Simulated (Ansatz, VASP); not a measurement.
## LaP in VASP and in Ansatz

INCAR

```
SYSTEM = LaP
  PREC = Accurate
  ENCUT = 520
  EDIFF = 1E-7
  ISMEAR = -1
  SIGMA = 0.03
  LREAL = .False.
  LASPH = .True.
  NELM = 60
  ALGO = Normal
  ISIF = 2
  LWAVE = .False.
  LCHARG = .False.
  GGA = CA
  NBANDS = 15
```

Contents of KPOINTS:

```
regular mesh
0
Gamma
  10 10 10
  0 0 0
```

POSCAR

```
LaP
1.0
    0.0602500000      3.0426250000      3.0426250000
    3.0426250000      0.0602500000      3.0426250000
    3.0426250000      3.0426250000      0.0602500000
La P
1 1
Direct
    0.0000000000      0.0000000000      0.0000000000
    0.5000000000      0.5000000000      0.5000000000
```

Input for Ansatz:

```yaml
crystal:
  lattice:
    - [0.06025, 3.042625, 3.042625]
    - [3.042625, 0.06025, 3.042625]
    - [3.042625, 3.042625, 0.06025]
  atoms:
    - { symbol: La, position: [0.0, 0.0, 0.0] }
    - { symbol: P, position: [0.5, 0.5, 0.5] }
kpoints:
  mp_grid: { grid: [10, 10, 10] }
  band_path:
    path:
      - [0.0, 0.0, 0.0]
      - [0.5, 0.5, 0.5]
      - [0.2451701269, 0.5, 0.7548298731]
      - [-0.2451701269, 0.2451701269, 0.5]
      - [0.0, 0.0, 0.5]
      - [0.0, 0.0, 0.0]
      - [-0.3725850634, 0.0, 0.3725850634]
      - [0.0, 0.3725850634, 0.6274149366]
      - [0.0, 0.5, 0.5]
    npoints: 5
scf:
  occupations: { method: fermi_dirac, width: 0.03 }
hamiltonian:
  xc: lda
  pseudopotentials: { kind: all_electron, lapw: { basis_error: 0.001 } }
output:
  forces: true
  stress: true
  eigenvalues: true
```

Change from the starting cell: equal xy, yz and zx shear strains of +2 %.

Alike in both runs: task single point; functional LDA; k mesh 10 × 10 × 10; occupations fermi-dirac, width 0.03 eV; no spin polarisation.

|  | VASP | Ansatz |
| --- | --- | --- |
| version | VASP 6.6.1 | Ansatz 0.2.0 |
| potentials or method | VASP PAW LDA potentials, release 64 (La, P), cutoff 520 eV | all-electron LAPW, scalar-relativistic |

|  | VASP | Ansatz | Ansatz less VASP |
| --- | --- | --- | --- |
| pressure (GPa) | -3.3 | -3.2 | +0.05 |
| traceless stress, the component that is largest in VASP (GPa) | -0.70 | -0.70 | -0.001 |

LDA's correlation is that of Perdew and Zunger in VASP and of Perdew and Wang (1992) in Ansatz. Ansatz ran all-electron here, and VASP with PAW potentials.

Neither program's run includes spin-orbit coupling.
